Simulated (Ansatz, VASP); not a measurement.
Two plane-wave programs on Be

```xyz
1
Lattice="-1.2506 1.2506 1.2506 1.2506 -1.2506 1.2506 1.2506 1.2506 -1.2506" Properties=species:S:1:pos:R:3 pbc="T T T"
Be    0.0000    0.0000    0.0000
```

Alike in both runs: task relaxation of cell and atoms; functional PBE; k mesh 30 × 30 × 30; occupations gaussian, width 0.1 eV; no spin polarisation.

```csv
,VASP,Ansatz
version,VASP 6.6.1,Ansatz 0.2.0
potentials or method,"VASP PAW PBE potentials, release 64 (Be), cutoff 600 eV","scalar-relativistic, plane waves, PAW"
valence electrons in the cell,2,2
```

|  | VASP | Ansatz | Ansatz less VASP |
| --- | --- | --- | --- |
| gap on the k mesh at the Fermi level, each at its own relaxed structure (eV) | none | none | - |
| relaxed volume (Å³/atom) | 7.82 | 7.81 | -0.010 |
| relaxed cell length with the largest relative difference (Å) | 2.166 | 2.165 | -0.0010 |

A gap of «none» marks a metal or a gap that the smearing closes.

Noted on VASP's run: the relaxation stopped at its first step, so nothing moved.
